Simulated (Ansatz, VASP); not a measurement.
# One calculation of SiC16, two programs

File INCAR:

```
ALGO     = Fast           # electronic algorithm
DIPOL    = 0.5 0.5 0.310
EDIFF    = 1E-7           # SCF threshold, eV
ENCUT    = 520            # plane-wave cutoff, eV
GGA      = PE             # functional
IDIPOL   = 3            
ISIF     = 2              # what is computed and relaxed
ISMEAR   = 0              # smearing method
ISPIN    = 2              # spin polarisation
IVDW     = 12             # dispersion correction
LASPH    = True           # aspherical terms in the spheres
LCHARG   = False          # write CHGCAR
LDIPOL   = True         
LORBIT   = 11             # projections on sites
LREAL    = Auto         
LWAVE    = False          # write WAVECAR
MAGMOM   = 0 0 0 0 0 0 0 0 0 0 0 0 0 0 0 0 2 # initial moments
NBANDS   = 52             # bands
NELM     = 150            # most SCF steps
PREC     = Accurate       # precision mode
SIGMA    = 0.05           # smearing width, eV
```

KPOINTS

```
k-points
0
Gamma
  6 6 1
```

The input POSCAR:

```
SiC16
1.0
    4.9298676323      0.0000000000      0.0000000000
    0.0000000000      4.4224271195      0.0000000000
    0.0000000000      0.0000000000     22.6937497910
C Si
16 1
Direct
    0.2500000000      0.4155274488      0.1762599851
    0.7500000000      0.4155274488      0.1762599851
    0.0000000000      0.5195584910      0.2001803947
    0.5000000000      0.5195584910      0.2001803947
    0.0000000000      0.7272227621      0.2480852155
    0.5000000000      0.7272227621      0.2480852155
    0.2500000000      0.8312538043      0.2720056251
    0.7500000000      0.8312538043      0.2720056251
    0.2500000000      0.0442051686      0.3198734326
    0.7500000000      0.0442051686      0.3198734326
    0.0000000000      0.1500808487      0.3425973485
    0.5000000000      0.1500808487      0.3425973485
    0.0000000000      0.3779776253      0.3900566375
    0.5000000000      0.3779776253      0.3900566375
    0.2500000000      0.4764186278      0.4095290499
    0.7500000000      0.4764186278      0.4095290499
    0.5000000000      0.9764186278      0.5461305384
```

Input for Ansatz:

```yaml
crystal:
  lattice:
    - [4.9298676323, 0.0, 0.0]
    - [0.0, 4.4224271195, 0.0]
    - [0.0, 0.0, 22.693749791]
  atoms:
    - { symbol: C, position: [0.25, 0.4155274488, 0.1762599851] }
    - { symbol: C, position: [0.75, 0.4155274488, 0.1762599851] }
    - { symbol: C, position: [0.0, 0.519558491, 0.2001803947] }
    - { symbol: C, position: [0.5, 0.519558491, 0.2001803947] }
    - { symbol: C, position: [0.0, 0.7272227621, 0.2480852155] }
    - { symbol: C, position: [0.5, 0.7272227621, 0.2480852155] }
    - { symbol: C, position: [0.25, 0.8312538043, 0.2720056251] }
    - { symbol: C, position: [0.75, 0.8312538043, 0.2720056251] }
    - { symbol: C, position: [0.25, 0.0442051686, 0.3198734326] }
    - { symbol: C, position: [0.75, 0.0442051686, 0.3198734326] }
    - { symbol: C, position: [0.0, 0.1500808487, 0.3425973485] }
    - { symbol: C, position: [0.5, 0.1500808487, 0.3425973485] }
    - { symbol: C, position: [0.0, 0.3779776253, 0.3900566375] }
    - { symbol: C, position: [0.5, 0.3779776253, 0.3900566375] }
    - { symbol: C, position: [0.25, 0.4764186278, 0.4095290499] }
    - { symbol: C, position: [0.75, 0.4764186278, 0.4095290499] }
    - { symbol: Si, position: [0.5, 0.9764186278, 0.5461305384], spin: 2.0 }
basis:
  ecutwfc: 420
kpoints:
  mp_grid: { grid: [6, 6, 1] }
hamiltonian:
  xc: pbe
  pseudopotentials: { kind: paw, azcp: { folder: soft_1 } }
  dispersion: d3bj
scf:
  occupations: { method: gaussian, width: 0.05 }
output:
  forces: true
  eigenvalues: true
  populations: true
magnetization:
  spin_polarized: true
efield:
  axis: 3
  dipole_correction: true
  ramp_width: 0.04
```

Alike in both runs: task single point; functional PBE; dispersion D3(BJ); k mesh 6 × 6 × 1; occupations gaussian, width 0.05 eV; collinear spin.

```csv
,VASP,Ansatz
version,VASP 6.6.1,Ansatz 0.2.0
potentials or method,"VASP PAW PBE potentials, release 64 (C, Si), cutoff 520 eV","scalar-relativistic, plane waves, PAW"
valence electrons in the cell,68,68
```

```csv
,VASP,Ansatz,Ansatz less VASP
gap on the k mesh at the Fermi level (eV),none,none,-
rms of the force components (eV/Å),0.836,0.903,+0.0675
net moment per atom (μB),0.11,0.16,+0.053
size of the moment on the site where the two differ most (μB),0.34,1.36,+1.029
```

Site moments also hang on the region over which each program counts them. Atom by atom the forces differ by 0.171 eV/Å (rms over components). A gap of «none» marks a metal or a gap that the smearing closes.
